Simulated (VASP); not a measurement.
Sc3BP2: single point with PBE

Crystal: Sc3BP2.

```
CELL_PARAMETERS angstrom
-1.82346 2.60126 5.53779
1.82346 -2.60126 5.53779
1.82346 2.60126 -5.53779
ATOMIC_POSITIONS crystal
Sc 0.33940 0.33940 0.00000
Sc 0.00000 0.00000 0.00000
Sc 0.66060 0.66060 0.00000
B 0.50000 0.00000 0.50000
P 0.16972 0.66972 0.50000
P 0.83028 0.33028 0.50000
```

The cell was generated, and may not be a known phase.

```
Program             : VASP 6.6.1
Task                : single point
Functional          : PBE
Potentials or basis : VASP PAW PBE potentials, release 64 (Sc_sv, B, P)
Cutoff              : 520 eV
k mesh              : 10 × 10 × 10
Occupations         : gaussian, width 0.1 eV
Spin                : no spin polarisation
```

```json
{
 "Pressure": "0.2 GPa",
 "Largest force": "0.006 eV/Å",
 "Band gap on the k mesh": "zero (bands 23 and 24 overlap by 2.13 eV)"
}
```

Forces on the atoms (eV/Å):
```
Sc   0.000  0.000  0.006
Sc   0.000  0.000  0.000
Sc   0.000  0.000 -0.006
B    0.000  0.000  0.000
P    0.000  0.000  0.001
P    0.000  0.000 -0.001
```

Levels at points of the mesh, in eV from the Fermi level:
```csv
k point,band 21,band 22,band 23,band 24,band 25,band 26
"(0.00, 0.00, 0.00)",-0.52,1.70,1.72,1.78,1.79,1.91
"(0.50, 0.00, 0.00)",-0.77,-0.63,-0.38,0.41,1.73,1.79
"(0.00, 0.50, 0.00)",-1.45,-0.33,-0.05,0.37,0.47,2.15
"(0.50, 0.50, 0.00)",-1.67,-1.03,-0.60,-0.33,3.09,3.12
"(0.50, 0.50, 0.50)",-0.75,-0.32,-0.07,0.36,0.72,2.32
```

Wall time 8.6 min on 1 thread of Intel(R) Xeon(R) 6975P-C (Granite Rapids) (shared host), peak memory 0.67 GiB.
